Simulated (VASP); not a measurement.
Here is a VASP 6.6.1 calculation.

Contents of INCAR:

```
SYSTEM = Pt
  PREC = Accurate
  ENCUT = 520
  EDIFF = 1E-6
  ISMEAR = 0
  SIGMA = 0.15
  LREAL = .FALSE.
  LASPH = .TRUE.
  NELM = 100
  ALGO = Fast
  ISIF = 2
  LWAVE = .FALSE.
  LCHARG = .FALSE.
  GGA = PS
  NBANDS = 11
```

The input KPOINTS:

```
Automatic mesh
0
G
  22 22 22
  0 0 0
```

Contents of POSCAR:

```
Pt
1.0
   -1.6079833000      1.6079833000      1.5366934000
    1.6079833000     -1.6079833000      1.5366934000
    1.6079833000      1.6079833000     -1.5366934000
Pt
1
Direct
    0.0000000000      0.0000000000      0.0000000000
```

Potentials or basis: VASP PAW PBE potentials, release 64 (Pt).

Command:

```console
$ cat potpaw_PBE.64/Pt/POTCAR > POTCAR
$ mpirun -np 1 vasp_std > vasp.out
```

(1) Estimate the pressure.

(2) What does it give for the band gap on the k mesh?

## Answers

(1) -11.3 GPa.

(2) zero (bands 5 and 6 overlap by 2.08 eV).

Caveat: the cell differs from its parent crystal (strain +0.015 along x and y, -0.030 along z); the cell stands under tension; the PAW data sets were made with another functional, which shifts forces and pressure a little; spin-orbit coupling is left out, which moves the levels of the heavy elements.
